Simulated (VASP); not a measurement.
Here is a VASP 6.6.1 calculation.

The input INCAR:

```
SYSTEM = Pb
PREC = Accurate ; ENCUT = 600
EDIFF = 1E-6 ; ISMEAR = 0
SIGMA = 0.1 ; LREAL = .False.
LASPH = .True. ; NELM = 80
ALGO = Fast ; ISIF = 3
LWAVE = .False. ; LCHARG = .False.
GGA = PE ; IBRION = 2
NSW = 80 ; EDIFFG = -0.01
```

The input KPOINTS:

```
Automatic mesh
0
Gamma
  16 16 16
  0 0 0
```

Contents of POSCAR:

```
Pb
1.0
   -2.1230283600      2.1230283600      1.7777934153
    2.1230283600     -2.1230283600      1.7777934153
    2.1230283600      2.1230283600     -1.7777934153
Pb
1
Direct
    0.0000000000      0.0000000000      0.0000000000
```

Potentials or basis: VASP PAW PBE potentials, release 64 (Pb_d).

The run is started by

```sh
$ cat potpaw_PBE.64/Pb_d/POTCAR > POTCAR
$ mpirun -np 1 vasp_std > vasp.out
```

(1) Predict the relaxed cell.

(2) Estimate the band gap on the k mesh.

(3) Predict the relaxed volume.

Answers

(1) a = 3.492 Å, b = 3.492 Å, c = 3.492 Å, α = 105.06°, β = 105.06°, γ = 118.70°.

(2) zero (bands 7 and 8 overlap by 8.02 eV).

(3) 32.14 Å³/atom.

Caveat: spin-orbit coupling is left out, which moves the levels of the heavy elements.
